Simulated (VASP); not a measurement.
**Rh: single point with LDA**

Rh, a slab with vacuum:

```
Rh
1.0
     2.65439    0.00000    0.00000
     0.00000    2.65439    0.00000
     0.00000    0.00000   23.50780
Rh
5
Direct
  0.00000 0.00000 0.34345
  0.50000 0.50000 0.41958
  0.00000 0.00000 0.50000
  0.50000 0.50000 0.58042
  0.00000 0.00000 0.65655
```

```yaml
Program: VASP 6.6.1
Task: single point
Functional: LDA
Potentials_or_basis: VASP PAW LDA potentials, release 64 (Rh_pv)
Cutoff: 520 eV
k_mesh: 14 × 14 × 1
Occupations: fermi-dirac, width 0.05 eV
Spin: no spin polarisation
Dipole_correction: yes
Further_INCAR_settings: ALGO = Normal; EDIFF = 1e-06; NBANDS = 46
```

```json
{
  "Largest force": "0.050 eV/Å",
  "Band gap on the k mesh": "zero (an odd number of electrons rules out a gap without spin polarisation)"
}
```

Forces on the atoms (eV/Å):
```
Rh   0.000  0.000 -0.050
Rh   0.000  0.000  0.003
Rh   0.000  0.000  0.000
Rh   0.000  0.000 -0.003
Rh   0.000  0.000  0.050
```

Levels at points of the mesh, in eV from the Fermi level:
| k point | band 33 | band 34 | band 35 | band 36 | band 37 | band 38 | band 39 | band 40 | band 41 | band 42 |
| --- | --- | --- | --- | --- | --- | --- | --- | --- | --- | --- |
| (0.00, 0.00, 0.00) | -1.14 | -1.11 | -0.98 | -0.69 | -0.60 | -0.01 | 0.14 | 0.14 | 0.54 | 0.68 |
| (0.50, 0.00, 0.00) | -1.69 | -0.83 | -0.68 | -0.15 | 0.19 | 0.33 | 0.46 | 0.62 | 1.20 | 2.20 |
| (0.50, 0.50, 0.00) | 0.26 | 0.30 | 0.46 | 0.97 | 0.97 | 1.10 | 1.54 | 1.54 | 4.30 | 4.30 |

Wall time 3.1 min on 1 thread of Oxide Virtual Turin-like Processor (shared host), peak memory 0.28 GiB.
